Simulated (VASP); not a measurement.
A run of VASP 6.6.1 is set up as follows.

INCAR

```
SYSTEM = Ta2N
PREC     = Accurate       ! precision mode
ENCUT    = 520            ! plane-wave cutoff, eV
EDIFF    = 1E-6           ! SCF threshold, eV
ISMEAR   = 0              ! smearing method
SIGMA    = 0.15           ! smearing width, eV
LREAL    = .FALSE.        ! projectors in reciprocal space
LASPH    = .TRUE.         ! aspherical terms in the spheres
NELM     = 60             ! most SCF steps
ALGO     = Normal         ! electronic algorithm
ISIF     = 2              ! what is computed and relaxed
LWAVE    = .FALSE.        ! write WAVECAR
LCHARG   = .FALSE.        ! write CHGCAR
NBANDS   = 50             ! bands
```

File KPOINTS:

```
regular mesh
0
G
  9 9 8
  0 0 0
```

File POSCAR:

```
Ta2N
1.0
    5.2641495424      0.0000000000      0.0000000000
   -2.6320747712      4.5588872330      0.0000000000
    0.0000000000      0.0000000000      4.8182760762
Ta N
6 3
Direct
    0.6669289619      0.6669289619      0.7526041962
    0.0000000000      0.3330710381      0.7526041962
    0.3330710381      0.0000000000      0.7526041962
    0.3330710381      0.3330710381      0.2473958038
    0.0000000000      0.6669289619      0.2473958038
    0.6669289619      0.0000000000      0.2473958038
    0.6666666667      0.3333333333      0.5000000000
    0.3333333333      0.6666666667      0.5000000000
    0.0000000000      0.0000000000      0.0000000000
```

Potentials or basis: VASP PAW LDA potentials, release 64 (Ta_pv, N).

The run is started by

```sh
$ cat potpaw_LDA.64/Ta_pv/POTCAR potpaw_LDA.64/N/POTCAR > POTCAR
$ mpirun -np 1 vasp_std > vasp.out
```

(1) Estimate the pressure.

(2) What does it give for the largest force?

## Answers

(1) 1.7 GPa.

(2) 0.021 eV/Å.
